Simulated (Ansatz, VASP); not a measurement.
**One calculation of ZrS, two programs**

POSCAR

```
ZrS
1.0
    0.0000000000      2.5732775342      2.5732775342
    2.5732775342      0.0000000000      2.5732775342
    2.5732775342      2.5732775342      0.0000000000
Zr S
1 1
Direct
    0.0000000000      0.0000000000      0.0000000000
    0.5000000000      0.5000000000      0.5000000000
```

Contents of INCAR.step1:

```
ALGO     = Normal         # electronic algorithm
EDIFF    = 1E-4           # SCF threshold, eV
ENCUT    = 520            # plane-wave cutoff, eV
GGA      = PE             # functional
ISMEAR   = 0              # smearing method
LASPH    = T              # aspherical terms in the spheres
LCHARG   = F              # write CHGCAR
LREAL    = F              # projectors in reciprocal space
LWAVE    = T              # write WAVECAR
NBANDS   = 16             # bands
NELM     = 60             # most SCF steps
PREC     = Accurate       # precision mode
SIGMA    = 0.15           # smearing width, eV
```

The input INCAR.step2:

```
ALGO     = Normal         # electronic algorithm
EDIFF    = 1E-6           # SCF threshold, eV
ENCUT    = 520            # plane-wave cutoff, eV
ISIF     = 2              # what is computed and relaxed
ISMEAR   = 0              # smearing method
ISTART   = 1            
LASPH    = T              # aspherical terms in the spheres
LCHARG   = F              # write CHGCAR
LMIXTAU  = T            
LREAL    = F              # projectors in reciprocal space
LWAVE    = F              # write WAVECAR
METAGGA  = R2SCAN         # meta-GGA
NBANDS   = 16             # bands
NELM     = 60             # most SCF steps
PREC     = Accurate       # precision mode
SIGMA    = 0.15           # smearing width, eV
```

Contents of KPOINTS:

```
k-points
0
Gamma
  20 20 20
```

Input for Ansatz:

```yaml
crystal:
  lattice:
    - [0.0, 2.5732775342, 2.5732775342]
    - [2.5732775342, 0.0, 2.5732775342]
    - [2.5732775342, 2.5732775342, 0.0]
  atoms:
    - { symbol: Zr, position: [0.0, 0.0, 0.0] }
    - { symbol: S, position: [0.5, 0.5, 0.5] }
basis:
  ecutwfc: 500
kpoints:
  mp_grid: { grid: [20, 20, 20] }
hamiltonian:
  xc: r2scan
scf:
  occupations: { method: gaussian, width: 0.15 }
output:
  forces: true
  stress: true
  eigenvalues: true
```

Change from the starting cell: strain -0.015 along x and y, -0.015 along z, atoms carried along.

Alike in both runs: task single point; functional r2SCAN; k mesh 20 × 20 × 20; occupations gaussian, width 0.15 eV; no spin polarisation.

```csv
,VASP,Ansatz
version,VASP 6.6.1,Ansatz 0.2.0
potentials or method,"VASP PAW PBE potentials, release 64 (Zr_sv, S), cutoff 520 eV","scalar-relativistic, plane waves, PAW"
valence electrons in the cell,18,18
```

```tsv
	VASP	Ansatz	Ansatz less VASP
gap on the k mesh at the Fermi level (eV)	none	none	-
pressure (GPa)	7.0	7.0	+0.01
```

VASP's potentials were made for PBE, not for r2SCAN. A gap of «none» marks a metal or a gap that the smearing closes.
